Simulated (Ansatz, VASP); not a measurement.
# One calculation of Ta, two programs

File INCAR:

```
SYSTEM = Ta
ALGO = Fast ; EDIFF = 1E-6
ENCUT = 520 ; GGA = PE
ISIF = 2 ; ISMEAR = 0
LASPH = .TRUE. ; LCHARG = .FALSE.
LREAL = .FALSE. ; LWAVE = .FALSE.
NBANDS = 18 ; NELM = 100
PREC = Accurate ; SIGMA = 0.1
```

File KPOINTS:

```
k-points
0
G
  18 18 8
  0 0 0
```

The input POSCAR:

```
Ta
1.0
    3.1286313547      0.0000000000      0.0000000000
   -1.5643156774      2.7094742323      0.0000000000
    0.0000000000      0.0000000000      5.1078951038
Ta
2
Direct
    0.6666666700      0.3333333300      0.7500000000
    0.3333333300      0.6666666700      0.2500000000
```

Input for Ansatz:

```yaml
crystal:
  lattice:
    - [3.1286313547, 0.0, 0.0]
    - [-1.5643156774, 2.7094742323, 0.0]
    - [0.0, 0.0, 5.1078951038]
  atoms:
    - { symbol: Ta, position: [0.66666667, 0.33333333, 0.75] }
    - { symbol: Ta, position: [0.33333333, 0.66666667, 0.25] }
basis:
  ecutwfc: 420
kpoints:
  mp_grid: { grid: [18, 18, 8] }
hamiltonian:
  xc: pbe
scf:
  occupations: { method: gaussian, width: 0.1 }
output:
  forces: true
  stress: true
  eigenvalues: true
  populations: true
```

Alike in both runs: task single point; functional PBE; k mesh 18 × 18 × 8; occupations gaussian, width 0.1 eV; no spin polarisation.

```csv
,VASP,Ansatz
version,VASP 6.6.1,Ansatz 0.2.0
potentials or method,"VASP PAW PBE potentials, release 64 (Ta_pv), cutoff 520 eV","scalar-relativistic, plane waves, PAW"
valence electrons in the cell,22,26
```

```csv
,VASP,Ansatz,Ansatz less VASP
gap on the k mesh at the Fermi level (eV),none,none,-
pressure (GPa),-20.8,-20.8,+0.01
"traceless stress, the component that is largest in VASP (GPa)",5.95,5.94,-0.014
```

A gap of «none» marks a metal or a gap that the smearing closes. VASP's potentials hold 22 valence electrons a cell and Ansatz's 26, so a difference there can come from the potentials and not from the codes.

Neither program's run includes spin-orbit coupling.
